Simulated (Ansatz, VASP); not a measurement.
NbAs: VASP beside Ansatz

```
CELL_PARAMETERS angstrom
-1.69062 1.69062 5.72078
1.69062 -1.69062 5.72078
1.69062 1.69062 -5.72078
ATOMIC_POSITIONS crystal
Nb 0.50000 0.00000 0.50000
Nb 0.75000 0.75000 0.00000
As 0.91600 0.41600 0.50000
As 0.16600 0.16600 0.00000
```

Alike in both runs: task single point; functional r2SCAN; k mesh 11 × 11 × 11; occupations fermi-dirac, width 0.05 eV; no spin polarisation.

|  | VASP | Ansatz |
| --- | --- | --- |
| version | VASP 6.6.1 | Ansatz 0.2.0 |
| potentials or method | VASP PAW PBE potentials, release 64 (Nb_sv, As) | Ansatz PAW |
| plane-wave cutoff (eV) | 520 | 500 |
| valence electrons in the cell | 36 | 56 |

|  | VASP | Ansatz | Ansatz less VASP |
| --- | --- | --- | --- |
| pressure (GPa) | 14.7 | 14.8 | +0.07 |
| traceless stress, the component that is largest in VASP (GPa) | 0.15 | 0.18 | +0.036 |
| rms of the force components (eV/Å) | 0.211 | 0.211 | +0.0002 |

VASP's potentials were made for PBE, not for r2SCAN. Atom by atom the forces differ by 0.000 eV/Å (rms over components). VASP's potentials hold 36 valence electrons a cell and Ansatz's 56, so a difference there can come from the potentials and not from the codes.
